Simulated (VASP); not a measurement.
Sc2AsSe, 4 atoms in the cell. The structure is orthorhombic, space group Fmmm (No. 69). The conventional cell has a = 5.183 Å, b = 7.607 Å, c = 10.036 Å, α = 90.00°, β = 90.00°, γ = 90.00°. Within 3.3 Å of Sc (site symmetry mm2) lie 1 As at 2.50 Å and 1 Se at 2.52 Å and 2 Sc at 2.59 Å. As (site symmetry mmm) has 2 Sc at 2.50 Å and 2 Se at 2.59 Å within 3.3 Å. Within 3.3 Å of Se (site symmetry mmm) lie 2 Sc at 2.52 Å and 2 As at 2.59 Å. The cell was generated, and may not be a known phase.

| Property | Result |
| --- | --- |
| Program | VASP 6.6.1 |
| Task | single point |
| Functional | PBE |
| Potentials or basis | VASP PAW PBE potentials, release 64 (Sc_sv, As, Se) |
| Cutoff | 520 eV |
| k mesh | 4 × 4 × 4 |
| Occupations | gaussian, width 0.1 eV |
| Spin | no spin polarisation |
| Dipole correction | no |
| Further INCAR settings | ALGO = Normal; EDIFF = 1e-07; NBANDS = 24 |

Potentials or basis: VASP PAW PBE potentials, release 64 (Sc_sv, As, Se).

Command:

```console
$ cat potpaw_PBE.64/Sc_sv/POTCAR potpaw_PBE.64/As/POTCAR potpaw_PBE.64/Se/POTCAR > POTCAR
$ mpirun -np 1 vasp_std > vasp.out
```

Hardware: 1 thread of Intel(R) Xeon(R) Platinum 8259CL CPU @ 2.50GHz (Skylake/Cascade Lake), with other jobs on the host.

Problem. Estimate the wall time of this run.

Solution. It took 62 s on 1 thread of Intel(R) Xeon(R) Platinum 8259CL CPU @ 2.50GHz (Skylake/Cascade Lake), with other jobs on the host, peak memory 0.27 GiB. Counts: scf iterations 17, k points 18.
